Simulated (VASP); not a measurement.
Runs of VASP 6.6.1 on CaSe. It takes space group F-43m (No. 216, cubic). The conventional cell has a = 6.559 Å, b = 6.559 Å, c = 6.559 Å, α = 90.00°, β = 90.00°, γ = 90.00°. Within 3.7 Å of Ca (site symmetry -43m) lie 4 Se at 2.84 Å. Within 3.7 Å of Se (site symmetry -43m) lie 4 Ca at 2.84 Å. 

```csv
level,smearing,share of exact exchange,screening parameter,gap on the mesh (eV),pressure (GPa)
PBE-based global hybrid with 40 % exact exchange,gaussian 0.01 eV,0.4,-,5.77,0.0
HSE06,methfessel-paxton 0.5 eV,0.25,0.2079 1/Å,(a),0.3
PBE-based global hybrid with 100 % exact exchange,gaussian 0.01 eV,1,-,9.91,-0.8
PBE-based screened hybrid with 30 % exact exchange,gaussian 0.01 eV,0.3,0.2078 1/Å,(b),0.3
```

Alike in all rows: task single point; potentials or basis VASP PAW PBE potentials, release 64 (Ca_sv, Se); no spin polarisation; cell as given; k mesh 4 × 4 × 4; cutoff (eV) 520.

Question: Fill in the values left out.

Answer: (a) 4.09; (b) 4.28.

Caveats: the PAW data sets were made with another functional, which shifts forces and pressure a little.

A k mesh can miss the band edges, and the runs leave out spin-orbit coupling on Se.
